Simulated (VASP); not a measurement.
Rh3N, 4 atoms in the cell. The structure is cubic, space group Pm-3m (No. 221). Conventional cell: a = 3.544 Å, b = 3.544 Å, c = 3.544 Å, α = 90.00°, β = 90.00°, γ = 90.00°. Within 3.3 Å of Rh (site symmetry 4/mmm) lie 8 Rh at 2.51 Å and 4 N at 2.51 Å. Within 3.3 Å of N (site symmetry m-3m) lie 12 Rh at 2.51 Å. 

* Program: VASP 6.6.1
* Task: single point
* Functional: PBE
* Potentials or basis: VASP PAW PBE potentials, release 64 (Rh_pv, N)
* Cutoff: 520 eV
* k mesh: 6 × 6 × 6
* Occupations: gaussian, width 0.1 eV
* Spin: collinear spin, ferromagnetic start
* Starting moments: [1.0, 1.0, 1.0, 0.0] μB
* Dipole correction: no
* Further INCAR settings: ALGO = Normal; EDIFF = 1e-07; NBANDS = 37

Potentials or basis: VASP PAW PBE potentials, release 64 (Rh_pv, N).

The run is started by

```sh
$ cat potpaw_PBE.64/Rh_pv/POTCAR potpaw_PBE.64/N/POTCAR > POTCAR
$ mpirun -np 1 vasp_std > vasp.out
```

Hardware: 1 thread of Oxide Virtual Turin-like Processor, with other jobs on the host.

Q: How long does it take, and how much memory?

A: Wall time 32 s on 1 thread of Oxide Virtual Turin-like Processor, on a shared host, peak memory 0.16 GiB. Counts: scf iterations 15, k points 20.
